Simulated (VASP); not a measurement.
# Si4BW (P4/m) in VASP: single point with PBE

Aim: the single point of Si4BW with PBE.

Everything below comes from runs of VASP 6.6.1. Logs are shortened: lines on timing, memory, paths and dates and some standing lists are left out, and cuts for length are marked.

### Step 1. The cell of the first run

It takes space group P4/m (No. 83, tetragonal). The conventional cell has a = 5.671 Å, b = 5.671 Å, c = 2.677 Å, α = 90.00°, β = 90.00°, γ = 90.00°. Si (site symmetry m) has 1 B at 2.11 Å and 3 Si at 2.39 to 2.68 Å and 2 W at 2.59 Å within 2.8 Å. Within 2.8 Å of B (site symmetry 4/m) lie 4 Si at 2.11 Å and 2 B at 2.68 Å. W (site symmetry 4/m) has 8 Si at 2.59 Å and 2 W at 2.68 Å within 3.4 Å.

### Step 2. Single point, PBE

INCAR reads:

```
PREC = Accurate
ENCUT = 520
EDIFF = 1E-7
ISMEAR = 0
SIGMA = 0.1
LREAL = False
LASPH = True
NELM = 80
ALGO = Normal
ISIF = 2
LWAVE = False
LCHARG = False
GGA = PE
NBANDS = 26
```

KPOINTS reads:

```
regular mesh
0
Gamma
  8 8 14
```

POSCAR reads:

```
Si4BW
1.0
    5.6710407165      0.0000000000      0.0000000000
    0.0000000000      5.6710407165      0.0000000000
    0.0000000000      0.0000000000      2.6772348112
Si B W
4 1 1
Direct
    0.8580658096      0.3448041648      0.0000000000
    0.1419341904      0.6551958352      0.0000000000
    0.3448041648      0.1419341904      0.0000000000
    0.6551958352      0.8580658096      0.0000000000
    0.0000000000      0.0000000000      0.0000000000
    0.5000000000      0.5000000000      0.5000000000
```

Potentials or basis: VASP PAW PBE potentials, release 64 (Si, B, W_sv).

The run is started by

```console
> cat potpaw_PBE.64/Si/POTCAR potpaw_PBE.64/B/POTCAR potpaw_PBE.64/W_sv/POTCAR > POTCAR
> mpirun -np 1 vasp_std > vasp.out
```

OUTCAR:

```text
PREC = Accurate
   ENCUT = 520
   EDIFF = 1E-7
   ISMEAR = 0
   LREAL = False
   LASPH = True
   NELM = 80
   ISIF = 2
   GGA = PE

 ion  position               nearest neighbor table
   1  0.858  0.345  0.000-   5 2.11   2 2.39   6 2.59   6 2.59   4 2.99   3 2.99   4 3.13   3 3.13

   2  0.142  0.655  0.000-   5 2.11   1 2.39   6 2.59   6 2.59   4 2.99   3 2.99   4 3.13   3 3.13

   3  0.345  0.142  0.000-   5 2.11   4 2.39   6 2.59   6 2.59   1 2.99   2 2.99   1 3.13   2 3.13

   4  0.655  0.858  0.000-   5 2.11   3 2.39   6 2.59   6 2.59   1 2.99   2 2.99   1 3.13   2 3.13

   5  0.000  0.000  0.000-   1 2.11   2 2.11   3 2.11   4 2.11
   6  0.500  0.500  0.500-   1 2.59   2 2.59   3 2.59   4 2.59   1 2.59   2 2.59   3 2.59   4 2.59

  LATTYP: Found a simple tetragonal cell.
 ALAT       =     5.6710407165
 C/A-ratio  =     0.4720888008

  Lattice vectors:

 A1 = (   5.6710407165,   0.0000000000,   0.0000000000)
 A2 = (   0.0000000000,   5.6710407165,   0.0000000000)
 A3 = (   0.0000000000,   0.0000000000,   2.6772348112)

Analysis of symmetry for initial positions (statically):
=====================================================================
 Subroutine PRICEL returns:
 Original cell was already a primitive cell.

 Routine SETGRP: Setting up the symmetry group for a
 simple tetragonal supercell.

 Subroutine GETGRP returns: Found  8 space group operations
 (whereof  8 operations were pure point group operations)
 out of a pool of 16 trial point group operations.

The static configuration has the point symmetry C_4h.

Analysis of symmetry for dynamics (positions and initial velocities):
=====================================================================
 Subroutine PRICEL returns:
 Original cell was already a primitive cell.

 Routine SETGRP: Setting up the symmetry group for a
 simple tetragonal supercell.

 Subroutine GETGRP returns: Found  8 space group operations
 (whereof  8 operations were pure point group operations)
 out of a pool of 16 trial point group operations.

The dynamic configuration has the point symmetry C_4h.

 Subroutine INISYM returns: Found  8 space group operations
 (whereof  8 operations are pure point group operations),
 and found     1 'primitive' translations

----------------------------------------------------------------------------------------

                                     Primitive cell

  volume of cell :      86.1018

  direct lattice vectors                    reciprocal lattice vectors
     5.671040717  0.000000000  0.000000000     0.176334477  0.000000000  0.000000000
     0.000000000  5.671040717  0.000000000     0.000000000  0.176334477  0.000000000
     0.000000000  0.000000000  2.677234811     0.000000000  0.000000000  0.373519721

  length of vectors
     5.671040717  5.671040717  2.677234811     0.176334477  0.176334477  0.373519721

  position of ions in fractional coordinates (direct lattice)
     0.858065810  0.344804165  0.000000000
     0.141934190  0.655195835  0.000000000
     0.344804165  0.141934190  0.000000000
     0.655195835  0.858065810  0.000000000
     0.000000000  0.000000000  0.000000000
     0.500000000  0.500000000  0.500000000

  ion indices of the primitive-cell ions
   primitive index   ion index
                 1           1
                 2           2
                 3           3
                 4           4
                 5           5
                 6           6

----------------------------------------------------------------------------------------

 KPOINTS: regular mesh

Automatic generation of k-mesh.
 Grid dimensions read from file:
 generate k-points for:    8    8   14

 Generating k-lattice:

  Cartesian coordinates                     Fractional coordinates (reciprocal lattice)
     0.022041810  0.000000000  0.000000000     0.125000000  0.000000000  0.000000000
     0.000000000  0.022041810  0.000000000     0.000000000  0.125000000  0.000000000
     0.000000000  0.000000000  0.026679980     0.000000000  0.000000000  0.071428571

  Length of vectors
     0.022041810  0.022041810  0.026679980

  Shift w.r.t. Gamma in fractional coordinates (k-lattice)
     0.000000000  0.000000000  0.000000000

 Subroutine IBZKPT returns following result:
 ===========================================

 Found    144 irreducible k-points:

 Following reciprocal coordinates:
            Coordinates               Weight
  0.000000  0.000000  0.000000      1.000000
  0.125000  0.000000  0.000000      4.000000
  0.250000  0.000000  0.000000      4.000000
  0.375000  0.000000  0.000000      4.000000
  0.500000  0.000000  0.000000      2.000000
  0.125000  0.125000  0.000000      4.000000
[... 16 lines left out ...]
  0.500000  0.000000  0.071429      4.000000
  0.125000  0.125000  0.071429      8.000000
 [... further k-points ...]
   k-points           NKPTS =    144   k-points in BZ     NKDIM =    144   number of bands    NBANDS=     26
   number of dos      NEDOS =    301   number of ions     NIONS =      6
   total plane-waves  NPLWV =  35280
   dimension x,y,z NGX =    42 NGY =   42 NGZ =   20
   dimension x,y,z NGXF=    84 NGYF=   84 NGZF=   40
   ions per type =               4   1   1
   NGX,Y,Z   is equivalent  to a cutoff of  12.31, 12.31, 12.42 a.u.
   NGXF,Y,Z  is equivalent  to a cutoff of  24.62, 24.62, 24.84 a.u.
 SYSTEM =  unknown system
   PREC   = accura    normal or accurate (medium, high low for compatibility)
   ISTART =      0    job   : 0-new  1-cont  2-samecut
   ICHARG =      2    charge: 1-file 2-atom 10-const
   ISPIN  =      1    spin polarized calculation?
   LNONCOLLINEAR =      F non collinear calculations
   LSORBIT =      F    spin-orbit coupling
   LASPH  =      T    aspherical Exc in radial PAW
   ENCUT  =  520.0 eV  38.22 Ry    6.18 a.u.  10.54 10.54  4.98*2*pi/ulx,y,z
   NELM   =     80;   NELMIN=  2; NELMDL= -5     # of ELM steps
   EDIFF  = 0.1E-06   stopping-criterion for ELM
   LREAL  =      F    real-space projection
   EDIFFG = 0.1E-05   stopping-criterion for IOM
   NSW    =      0    number of steps for IOM
   IBRION =     -1    ionic relax: 0-MD 1-quasi-New 2-CG
   NFREE  =      0    steps in history (QN), initial steepest desc. (CG)
   ISIF   =      2    stress and relaxation
   ISYM   =      2    0-nonsym 1-usesym 2-fastsym
   POTIM  = 0.5000    time-step for ionic-motion
   TEBEG  =    0.0;   TEEND  =   0.0 temperature during run
   PSTRESS=    0.0 pullay stress
   NELECT =      33.0000    total number of electrons
   NUPDOWN=      -1.0000    fix difference up-down
   EMIN   =  10.00;   EMAX   =-10.00  energy-range for DOS
   EFERMI =   0.00;   METHOD = LEGACY
   ISMEAR =     0;   SIGMA  =   0.10  broadening in eV -4-tet -1-fermi 0-gaus
   EFERMI_NEDOS =   21; number of points for ismear=-14 and -15
   IALGO  =     38    algorithm
   IMIX   =      4    mixing-type and parameters
     AMIX     =   0.40;   BMIX     =  1.00
     AMIX_MAG =   1.60;   BMIX_MAG =  1.00
  volume/ion in A,a.u.               =      14.35        96.84
  Fermi-wavevector in a.u.,A,eV,Ry     =   1.189165  2.247196 19.240183  1.414114
  Thomas-Fermi vector in A             =   2.325278
   LORBIT       =      0    0 simple, 1 ext, 2 COOP (PROOUT), +10 PAW based schemes
   GGA     = PE    functional components
   LHFCALC =     F    Hartree Fock is set to
   AEXX    =    0.0000 exact exchange contribution
   IVDW    =     0    specifies the selected vdW correction
   LEPSILON=     F    determine dielectric tensor
   LRPA    =     F    only Hartree local field effects (RPA)
 non-spin polarized calculation
 Gauss-broadening in eV      SIGMA  =   0.10
  energy-cutoff  :      520.00
  volume of cell :       86.10
 maximum number of plane-waves:      2362
   NGX = 21   NGY = 21   NGZ =  9

 number of electron      33.0000000 magnetization

 Free energy of the ion-electron system (eV)
  ---------------------------------------------------
  ext. energy  EPLUGINS =         0.00000000
  ---------------------------------------------------
  free energy    TOTEN  =       -39.86516382 eV

  energy without entropy =      -39.85258181  energy(sigma->0) =      -39.85887282

 E-fermi :   8.8058     XC(G=0): -11.3328

 val. band max:        8.7935180775   @ k =   0.5000   0.3750   0.2143
 cond. band min:       8.8147362790   @ k =   0.3750   0.1250   0.4286
 fundamental gap:      0.0212182016
 Fermi energy:         8.8057654376

 k-point     1 :       0.0000    0.0000    0.0000
  band No.  band energies     occupation
      1     -64.7636      2.00000
      2     -29.0681      2.00000
      3     -29.0681      2.00000
      4     -28.5788      2.00000
      5      -4.2471      2.00000
      6      -0.6363      2.00000
[... 18 lines left out ...]
     25      15.9626      0.00000
     26      16.7598      0.00000

 k-point     2 :       0.1250    0.0000    0.0000
  band No.  band energies     occupation
      1     -64.7636      2.00000
      2     -29.0681      2.00000
      3     -29.0681      2.00000
      4     -28.5788      2.00000
      5      -4.1753      2.00000
      6      -1.0197      2.00000
[... 18 lines left out ...]
     25      16.3890      0.00000
     26      16.6141      0.00000

 k-point     3 :       0.2500    0.0000    0.0000
  band No.  band energies     occupation
      1     -64.7636      2.00000
      2     -29.0682      2.00000
      3     -29.0681      2.00000
      4     -28.5788      2.00000
      5      -3.9622      2.00000
      6      -1.7561      2.00000
[... 572 lines left out ...]
 k-point    23 :       0.5000    0.0000    0.0714
  band No.  band energies     occupation
      1     -64.7596      2.00000
      2     -29.0614      2.00000
      3     -29.0612      2.00000
      4     -28.6382      2.00000
      5      -3.1913      2.00000
      6      -2.8035      2.00000
[... 18 lines left out ...]
     25      15.4523      0.00000
     26      15.9746      0.00000

 k-point    24 :       0.1250    0.1250    0.0714
  band No.  band energies     occupation
      1     -64.7596      2.00000
      2     -29.0612      2.00000
      3     -29.0612      2.00000
      4     -28.6382      2.00000
      5      -4.0007      2.00000
      6      -0.9994      2.00000
[... 18 lines left out ...]
     25      15.9418      0.00000
     26      16.2157      0.00000

 [... further k-points ...]

------------------------ aborting loop because EDIFF is reached ----------------------------------------

  FORCE on cell =-STRESS in cart. coord.  units (eV):
  Direction    XX          YY          ZZ          XY          YZ          ZX
  --------------------------------------------------------------------------------------
  -------------------------------------------------------------------------------------
  Total       -0.0125901     -0.0125901      0.0454584      0.0000001      0.0000000      0.0000000
  in kB       -0.2342757     -0.2342757      0.8458875      0.0000023      0.0000000      0.0000000
  external PRESSURE =       0.1257787 kB  Pullay stress =       0.0000000 kB

 VOLUME and BASIS-vectors are now :
 -----------------------------------------------------------------------------
  energy-cutoff  :      520.00
  volume of cell :       86.10
      direct lattice vectors                 reciprocal lattice vectors
     5.671040717  0.000000000  0.000000000     0.176334477  0.000000000  0.000000000
     0.000000000  5.671040717  0.000000000     0.000000000  0.176334477  0.000000000
     0.000000000  0.000000000  2.677234811     0.000000000  0.000000000  0.373519721

 POSITION                                       TOTAL-FORCE (eV/Angst)
 -----------------------------------------------------------------------------------
      4.86613      1.95540      0.00000         0.008380     -0.001597      0.000000
      0.80491      3.71564      0.00000        -0.008380      0.001597      0.000000
      1.95540      0.80491      0.00000        -0.001597     -0.008380      0.000000
      3.71564      4.86613      0.00000         0.001597      0.008380      0.000000
      0.00000      0.00000      0.00000        -0.000000     -0.000000      0.000000
      2.83552      2.83552      1.33862        -0.000000     -0.000000      0.000000
 -----------------------------------------------------------------------------------
    total drift:                                0.000000     -0.000000     -0.000000

  FREE ENERGIE OF THE ION-ELECTRON SYSTEM (eV)
  ---------------------------------------------------
  free  energy   TOTEN  =       -39.8651638218 eV

  energy  without entropy=      -39.8525818083  energy(sigma->0) =      -39.85887282
```

Run time: 1.8 min. Hardware: 1 thread of Intel Xeon 6975P-C (Granite Rapids), shared host; peak memory 0.4 GiB.

What came out:

| Item | Value |
| --- | --- |
| Free energy | -39.8652 eV |
| Pressure | 0.0 GPa |
| Largest force | 0.009 eV/Å |
| Band gap on the k mesh | zero (an odd number of electrons rules out a gap without spin polarisation) |

Forces on the atoms (eV/Å):
```
Si   0.008 -0.002  0.000
Si  -0.008  0.002  0.000
Si  -0.002 -0.008  0.000
Si   0.002  0.008  0.000
B    0.000  0.000  0.000
W    0.000  0.000  0.000
```

Caveat: spin-orbit coupling is left out, which moves the levels of the heavy elements.

The gap in the log of VASP goes by the Fermi energy; the results here count the filled bands.